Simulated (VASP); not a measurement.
# Tl (Cm) in VASP: single point with PBEsol

Aim: the single point of Tl with PBEsol.

Program: VASP 6.6.1. These are calculated values, not measurements. Logs are shortened: lines on timing, memory, paths and dates and some standing lists are left out, and cuts for length are marked.

## (1) The cell of the first run

Symmetry: Cm, No. 8, monoclinic system. Conventional cell: a = 6.077 Å, b = 3.509 Å, c = 11.266 Å, α = 90.00°, β = 90.00°, γ = 90.00°. Within 4.3 Å of Tl (site symmetry m) lie 12 Tl at 3.26 to 3.70 Å. Tl (site symmetry m) has 12 Tl at 3.26 to 3.60 Å within 4.3 Å. Tl (site symmetry m) has 12 Tl at 3.47 to 3.51 Å within 4.6 Å. Within 4.4 Å of Tl (site symmetry m) lie 12 Tl at 3.38 to 3.70 Å.

## (2) Single point, PBEsol (one atom moved)

Input file INCAR:

```
PREC = Accurate
ENCUT = 520
EDIFF = 1E-6
ISMEAR = 0
SIGMA = 0.1
LREAL = False
LASPH = True
NELM = 60
ALGO = Fast
ISIF = 2
LWAVE = False
LCHARG = False
GGA = PS
NBANDS = 34
```

Input file KPOINTS:

```
Automatic mesh
0
Gamma
  12 12 4
```

Input file POSCAR:

```
Tl
1.0
    3.5086375776      0.0000000000      0.0000000000
   -1.7543187888      3.0385692748      0.0000000000
    0.0000000000      0.0000000000     11.2656046300
Tl
4
Direct
    0.0617066728      0.1234133456      0.0000000000
    0.3333333300      0.6666666700      0.2500000000
    0.0000000000      0.0000000000      0.5000000000
    0.6666666700      0.3333333300      0.7500000000
```

Potentials or basis: VASP PAW PBE potentials, release 64 (Tl_d).

Launch:

```bash
> cat potpaw_PBE.64/Tl_d/POTCAR > POTCAR
> mpirun -np 1 vasp_std > vasp.out
```

OUTCAR:

```text
PREC = Accurate
   ENCUT = 520
   EDIFF = 1E-6
   ISMEAR = 0
   LREAL = False
   LASPH = True
   NELM = 60
   ISIF = 2
   GGA = PS

 ion  position               nearest neighbor table
   1  0.062  0.123  0.000-   2 3.26   4 3.38   4 3.38   2 3.60   2 3.60   4 3.70
   2  0.333  0.667  0.250-   1 3.26   3 3.47   3 3.47   3 3.47   1 3.60   1 3.60
   3  0.000  0.000  0.500-   2 3.47   4 3.47   2 3.47   4 3.47   4 3.47   2 3.47
   4  0.667  0.333  0.750-   1 3.38   1 3.38   3 3.47   3 3.47   3 3.47   1 3.70

  LATTYP: Found a hexagonal cell.
 ALAT       =     3.5086375776
 C/A-ratio  =     3.2108202631

  Lattice vectors:

 A1 = (   3.5086375776,   0.0000000000,   0.0000000000)
 A2 = (  -1.7543187888,   3.0385692748,   0.0000000000)
 A3 = (   0.0000000000,   0.0000000000,  11.2656046300)

Analysis of symmetry for initial positions (statically):
=====================================================================
 Subroutine PRICEL returns:
 Original cell was already a primitive cell.

 Routine SETGRP: Setting up the symmetry group for a
 hexagonal supercell.

 Subroutine GETGRP returns: Found  2 space group operations
 (whereof  2 operations were pure point group operations)
 out of a pool of 24 trial point group operations.

The static configuration has the point symmetry C_1h.

Analysis of symmetry for dynamics (positions and initial velocities):
=====================================================================
 Subroutine PRICEL returns:
 Original cell was already a primitive cell.

 Routine SETGRP: Setting up the symmetry group for a
 hexagonal supercell.

 Subroutine GETGRP returns: Found  2 space group operations
 (whereof  2 operations were pure point group operations)
 out of a pool of 24 trial point group operations.

The dynamic configuration has the point symmetry C_1h.

 Subroutine INISYM returns: Found  2 space group operations
 (whereof  2 operations are pure point group operations),
 and found     1 'primitive' translations

----------------------------------------------------------------------------------------

                                     Primitive cell

  volume of cell :     120.1053

  direct lattice vectors                    reciprocal lattice vectors
     3.508637578  0.000000000  0.000000000     0.285010913  0.164551127  0.000000000
    -1.754318789  3.038569275  0.000000000     0.000000000  0.329102255  0.000000000
     0.000000000  0.000000000 11.265604630     0.000000000  0.000000000  0.088765764

  length of vectors
     3.508637578  3.508637578 11.265604630     0.329102255  0.329102255  0.088765764

  position of ions in fractional coordinates (direct lattice)
     0.061706673  0.123413346  0.000000000
     0.333333330  0.666666670  0.250000000
     0.000000000  0.000000000  0.500000000
     0.666666670  0.333333330  0.750000000

  ion indices of the primitive-cell ions
   primitive index   ion index
                 1           1
                 2           2
                 3           3
                 4           4

----------------------------------------------------------------------------------------

 KPOINTS: Automatic mesh

Automatic generation of k-mesh.
 Grid dimensions read from file:
 generate k-points for:   12   12    4

 Generating k-lattice:

  Cartesian coordinates                     Fractional coordinates (reciprocal lattice)
     0.023750909  0.013712594  0.000000000     0.083333333 -0.000000000  0.000000000
     0.000000000  0.027425188  0.000000000     0.000000000  0.083333333  0.000000000
     0.000000000  0.000000000  0.022191441     0.000000000  0.000000000  0.250000000

  Length of vectors
     0.027425188  0.027425188  0.022191441

  Shift w.r.t. Gamma in fractional coordinates (k-lattice)
     0.000000000  0.000000000  0.000000000

 Subroutine IBZKPT returns following result:
 ===========================================

 Found    164 irreducible k-points:

 Following reciprocal coordinates:
            Coordinates               Weight
  0.000000  0.000000  0.000000      1.000000
  0.083333 -0.000000  0.000000      4.000000
  0.000000  0.083333  0.000000      2.000000
  0.166667 -0.000000  0.000000      4.000000
  0.000000  0.166667  0.000000      2.000000
  0.250000 -0.000000  0.000000      4.000000
[... 16 lines left out ...]
 -0.083333  0.416667  0.000000      4.000000
 -0.416667  0.333333  0.000000      4.000000
 [... further k-points ...]
   k-points           NKPTS =    164   k-points in BZ     NKDIM =    164   number of bands    NBANDS=     34
   number of dos      NEDOS =    301   number of ions     NIONS =      4
   total plane-waves  NPLWV =  65856
   dimension x,y,z NGX =    28 NGY =   28 NGZ =   84
   dimension x,y,z NGXF=    56 NGYF=   56 NGZF=  168
   ions per type =               4
   NGX,Y,Z   is equivalent  to a cutoff of  13.27, 13.27, 12.40 a.u.
   NGXF,Y,Z  is equivalent  to a cutoff of  26.53, 26.53, 24.79 a.u.
 SYSTEM =  unknown system
   PREC   = accura    normal or accurate (medium, high low for compatibility)
   ISTART =      0    job   : 0-new  1-cont  2-samecut
   ICHARG =      2    charge: 1-file 2-atom 10-const
   ISPIN  =      1    spin polarized calculation?
   LNONCOLLINEAR =      F non collinear calculations
   LSORBIT =      F    spin-orbit coupling
   LASPH  =      T    aspherical Exc in radial PAW
   ENCUT  =  520.0 eV  38.22 Ry    6.18 a.u.   6.52  6.52 20.95*2*pi/ulx,y,z
   NELM   =     60;   NELMIN=  2; NELMDL= -5     # of ELM steps
   EDIFF  = 0.1E-05   stopping-criterion for ELM
   LREAL  =      F    real-space projection
   EDIFFG = 0.1E-04   stopping-criterion for IOM
   NSW    =      0    number of steps for IOM
   IBRION =     -1    ionic relax: 0-MD 1-quasi-New 2-CG
   NFREE  =      0    steps in history (QN), initial steepest desc. (CG)
   ISIF   =      2    stress and relaxation
   ISYM   =      2    0-nonsym 1-usesym 2-fastsym
   POTIM  = 0.5000    time-step for ionic-motion
   TEBEG  =    0.0;   TEEND  =   0.0 temperature during run
   PSTRESS=    0.0 pullay stress
   NELECT =      52.0000    total number of electrons
   NUPDOWN=      -1.0000    fix difference up-down
   EMIN   =  10.00;   EMAX   =-10.00  energy-range for DOS
   EFERMI =   0.00;   METHOD = LEGACY
   ISMEAR =     0;   SIGMA  =   0.10  broadening in eV -4-tet -1-fermi 0-gaus
   EFERMI_NEDOS =   21; number of points for ismear=-14 and -15
   IALGO  =     68    algorithm
   IMIX   =      4    mixing-type and parameters
     AMIX     =   0.40;   BMIX     =  1.00
     AMIX_MAG =   1.60;   BMIX_MAG =  1.00
  volume/ion in A,a.u.               =      30.03       202.63
  Fermi-wavevector in a.u.,A,eV,Ry     =   1.238479  2.340385 20.869019  1.533830
  Thomas-Fermi vector in A             =   2.373002
   LORBIT       =      0    0 simple, 1 ext, 2 COOP (PROOUT), +10 PAW based schemes
   GGA     = PS    functional components
   LHFCALC =     F    Hartree Fock is set to
   AEXX    =    0.0000 exact exchange contribution
   IVDW    =     0    specifies the selected vdW correction
   LEPSILON=     F    determine dielectric tensor
   LRPA    =     F    only Hartree local field effects (RPA)
 non-spin polarized calculation
 RMM-DIIS sequential band-by-band and
 Gauss-broadening in eV      SIGMA  =   0.10
  energy-cutoff  :      520.00
  volume of cell :      120.11
 maximum number of plane-waves:      3294
 NGX is ok and might be reduce to    28
   NGX = 13   NGY = 13   NGZ = 41

 number of electron      52.0000008 magnetization

 Free energy of the ion-electron system (eV)
  ---------------------------------------------------
  ext. energy  EPLUGINS =         0.00000000
  ---------------------------------------------------
  free energy    TOTEN  =       -10.41688486 eV

  energy without entropy =      -10.40413413  energy(sigma->0) =      -10.41050949

 E-fermi :   5.8667     XC(G=0): -10.1239

 val. band max:        5.8653484474   @ k =   0.3333   0.0833   0.2500
 cond. band min:       5.8714895573   @ k =  -0.4167   0.3333   0.0000
 fundamental gap:      0.0061411099
 Fermi energy:         5.8667204259

 k-point     1 :       0.0000    0.0000    0.0000
  band No.  band energies     occupation
      1      -5.7657      2.00000
      2      -5.6965      2.00000
      3      -5.6810      2.00000
      4      -5.6075      2.00000
      5      -5.6010      2.00000
      6      -5.5877      2.00000
[... 26 lines left out ...]
     33      14.8331      0.00000
     34      15.4636      0.00000

 k-point     2 :       0.0833   -0.0000    0.0000
  band No.  band energies     occupation
      1      -5.7446      2.00000
      2      -5.6870      2.00000
      3      -5.6723      2.00000
      4      -5.6122      2.00000
      5      -5.5986      2.00000
      6      -5.5897      2.00000
[... 26 lines left out ...]
     33      14.1981      0.00000
     34      14.6429      0.00000

 k-point     3 :       0.0000    0.0833    0.0000
  band No.  band energies     occupation
      1      -5.7474      2.00000
      2      -5.6952      2.00000
      3      -5.6661      2.00000
      4      -5.6042      2.00000
      5      -5.5883      2.00000
      6      -5.5875      2.00000
[... 26 lines left out ...]
     33      14.3258      0.00000
     34      14.6093      0.00000
[... 704 lines left out ...]
 k-point    23 :      -0.0833    0.4167    0.0000
  band No.  band energies     occupation
      1      -5.8450      2.00000
      2      -5.7863      2.00000
      3      -5.7461      2.00000
      4      -5.7098      2.00000
      5      -5.6750      2.00000
      6      -5.6134      2.00000
[... 26 lines left out ...]
     33      10.8553      0.00000
     34      11.7247      0.00000

 k-point    24 :      -0.4167    0.3333    0.0000
  band No.  band energies     occupation
      1      -5.8288      2.00000
      2      -5.7814      2.00000
      3      -5.7567      2.00000
      4      -5.7147      2.00000
      5      -5.6917      2.00000
      6      -5.6059      2.00000
[... 26 lines left out ...]
     33      10.8922      0.00000
     34      11.7681      0.00000

 [... further k-points ...]

------------------------ aborting loop because EDIFF is reached ----------------------------------------

  FORCE on cell =-STRESS in cart. coord.  units (eV):
  Direction    XX          YY          ZZ          XY          YZ          ZX
  --------------------------------------------------------------------------------------
  -------------------------------------------------------------------------------------
  Total       -1.3895358     -1.3619033     -1.1402943      0.0000000      0.0974958      0.0000000
  in kB      -18.5360916    -18.1674799    -15.2112661      0.0000000      1.3005717      0.0000000
  external PRESSURE =     -17.3049459 kB  Pullay stress =       0.0000000 kB

 VOLUME and BASIS-vectors are now :
 -----------------------------------------------------------------------------
  energy-cutoff  :      520.00
  volume of cell :      120.11
      direct lattice vectors                 reciprocal lattice vectors
     3.508637578  0.000000000  0.000000000     0.285010913  0.164551127  0.000000000
    -1.754318789  3.038569275  0.000000000     0.000000000  0.329102255  0.000000000
     0.000000000  0.000000000 11.265604630     0.000000000  0.000000000  0.088765764

 POSITION                                       TOTAL-FORCE (eV/Angst)
 -----------------------------------------------------------------------------------
      0.00000      0.37500      0.00000        -0.000000     -0.039959     -0.017065
     -0.00000      2.02571      2.81640         0.000000      0.015995      0.033029
      0.00000      0.00000      5.63280         0.000000      0.031435     -0.001658
      1.75432      1.01286      8.44920         0.000000     -0.007471     -0.014306
 -----------------------------------------------------------------------------------
    total drift:                                0.000000      0.000123      0.000000

  FREE ENERGIE OF THE ION-ELECTRON SYSTEM (eV)
  ---------------------------------------------------
  free  energy   TOTEN  =       -10.4168848598 eV

  energy  without entropy=      -10.4041341270  energy(sigma->0) =      -10.41050949
```

Run time: 3.6 min. Hardware: 1 thread of Intel Xeon 6975P-C (Granite Rapids), shared host; peak memory 0.58 GiB.

Results:

| Quantity | Value |
| --- | --- |
| Free energy | -10.4169 eV |
| Pressure | -1.7 GPa |
| Largest force | 0.043 eV/Å |
| Band gap on the k mesh | zero (bands 26 and 27 overlap by 4.40 eV) |

Forces on the atoms (eV/Å):
```
Tl   0.000 -0.040 -0.017
Tl   0.000  0.016  0.033
Tl   0.000  0.031 -0.002
Tl   0.000 -0.007 -0.014
```

Levels at points of the mesh, in eV from the Fermi level:
| k point | band 23 | band 24 | band 25 | band 26 | band 27 | band 28 | band 29 | band 30 |
| --- | --- | --- | --- | --- | --- | --- | --- | --- |
| (0.00, 0.00, 0.00) | -8.36 | -5.15 | -2.68 | 3.14 | 3.15 | 7.70 | 7.75 | 8.30 |
| (0.50, 0.00, 0.00) | -4.70 | -4.07 | -2.50 | -2.21 | -0.27 | 0.20 | 1.82 | 2.80 |
| (0.00, 0.50, 0.00) | -4.60 | -4.13 | -2.46 | -2.22 | -0.30 | 0.21 | 1.79 | 2.83 |
| (0.00, 0.00, 0.50) | -6.69 | -6.68 | -0.49 | -0.48 | 7.25 | 7.26 | 7.76 | 7.79 |
| (0.50, 0.00, 0.50) | -4.65 | -4.38 | -1.81 | -1.59 | -1.08 | -0.95 | 3.32 | 3.55 |
| (0.00, 0.50, 0.50) | -4.78 | -4.22 | -1.93 | -1.50 | -1.13 | -0.89 | 3.23 | 3.68 |

Caveat: the cell differs from its parent crystal (one atom moved); the PAW data sets were made with another functional, which shifts forces and pressure a little; spin-orbit coupling is left out, which moves the levels of the heavy elements.
